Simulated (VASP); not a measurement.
A run of VASP 6.6.1:

File INCAR:

```
ALGO = Normal ; EDIFF = 1E-6
ENCUT = 500 ; GGA = PS
GGA_COMPAT = False ; ISIF = 2
ISMEAR = -1 ; LASPH = True
LCHARG = False ; LREAL = False
LWAVE = False ; NBANDS = 17
NELM = 120 ; PREC = Accurate
SIGMA = 0.1
```

KPOINTS

```
k-points
0
Gamma
  7 7 7
```

File POSCAR:

```
ScIr
1.0
    3.2060000000      0.0000000000      0.0000000000
    0.0000000000      3.2060000000      0.0000000000
    0.0000000000      0.0000000000      3.2060000000
Sc Ir
1 1
Direct
    0.5000000000      0.5000000000      0.5000000000
    0.0000000000      0.0000000000      0.0000000000
```

Potentials or basis: VASP PAW PBE potentials, release 64 (Sc_sv, Ir).

Command:

```bash
$ cat potpaw_PBE.64/Sc_sv/POTCAR potpaw_PBE.64/Ir/POTCAR > POTCAR
$ mpirun -np 1 vasp_std > vasp.out
```

Hardware: 1 thread of Intel(R) Xeon(R) 6975P-C (Granite Rapids) (shared host).

How long does it take, and how much memory?

Wall time 5.3 s on 1 thread of Intel(R) Xeon(R) 6975P-C (Granite Rapids), on a shared host, peak memory 0.14 GiB. Counts: scf iterations 13, k points 20.
